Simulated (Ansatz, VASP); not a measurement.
## One calculation of As, two programs

```xyz
1
Lattice="0.0000 2.0856 2.0856 2.0856 0.0000 2.0856 2.0856 2.0856 0.0000" Properties=species:S:1:pos:R:3 pbc="T T T"
As    0.0000    0.0000    0.0000
```

Change from the starting cell: volume scaled by 1, crystal datasets.

Alike in both runs: task single point; functional LDA; k mesh 17 × 17 × 17; occupations fermi-dirac, width 0.1 eV; no spin polarisation.

```csv
,VASP,Ansatz
version,VASP 6.6.1,Ansatz 0.2.0
potentials or method,"VASP PAW LDA potentials, release 64 (As), cutoff 500 eV","all-electron PAW with datasets made for the crystal, scalar-relativistic"
```

```tsv
	VASP	Ansatz	Ansatz less VASP
pressure (GPa)	0.3	0.0	-0.25
```

LDA's correlation is that of Perdew and Zunger in VASP and of Perdew and Wang (1992) in Ansatz. Ansatz ran all-electron here, and VASP with PAW potentials.
